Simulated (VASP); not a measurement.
## Al3GaN4: single point with PBEsol

The system is Al3GaN4.

```xyz
8
Lattice="4.2749 0.1615 0.1615 0.1615 4.2749 0.1615 0.1615 0.1615 4.2749" Properties=species:S:1:pos:R:3 pbc="T T T"
Al    2.2182    2.2182    0.1615
Al    2.2182    0.1615    2.2182
Al    0.1615    2.2182    2.2182
Ga    0.0000    0.0000    0.0000
N     3.3451    3.3451    1.3319
N     3.3451    1.3319    3.3451
N     1.3319    3.3451    3.3451
N     1.1738    1.1738    1.1738
```

| Property | Result |
| --- | --- |
| Program | VASP 6.6.1 |
| Task | single point |
| Functional | PBEsol |
| Potentials or basis | VASP PAW PBE potentials, release 64 (Al, Ga_d, N) |
| Cutoff | 520 eV |
| k mesh | 6 × 6 × 6 |
| Occupations | gaussian, width 0.05 eV |
| Spin | no spin polarisation |

```
Pressure               : 26.8 GPa
Largest force          : 1.364 eV/Å
Band gap on the k mesh : 2.82 eV, direct
```

Forces in eV/Å, atoms in the order of the input:
```
Al   0.734  0.734  0.765
Al   0.734  0.765  0.734
Al   0.765  0.734  0.734
Ga   0.772  0.772  0.772
N   -0.774 -0.774 -0.814
N   -0.774 -0.814 -0.774
N   -0.814 -0.774 -0.774
N   -0.642 -0.642 -0.642
```

Stress tensor (GPa, compression positive):
```
 26.76 -19.11 -19.11
-19.11  26.76 -19.11
-19.11 -19.11  26.76
```

Levels at points of the mesh, in eV from the valence-band top:
```
           k point  band 19  band 20  band 21  band 22  band 23  band 24
(0.00, 0.00, 0.00)    -0.74     0.00     0.00     2.82     3.10     3.10
(0.50, 0.00, 0.00)    -1.63    -1.16    -0.82     5.39     5.56     5.92
(0.50, 0.50, 0.00)    -1.01    -0.67    -0.52     7.14     7.40     7.50
(0.50, 0.50, 0.50)    -0.78    -0.26    -0.26     5.71     6.99     6.99
```

Run time: 57 s on 1 thread of Intel Xeon 6975P-C, on a shared host, peak memory 0.22 GiB.

Caveat: the PAW data sets were made with another functional, which shifts forces and pressure a little. A k mesh can miss the band edges.
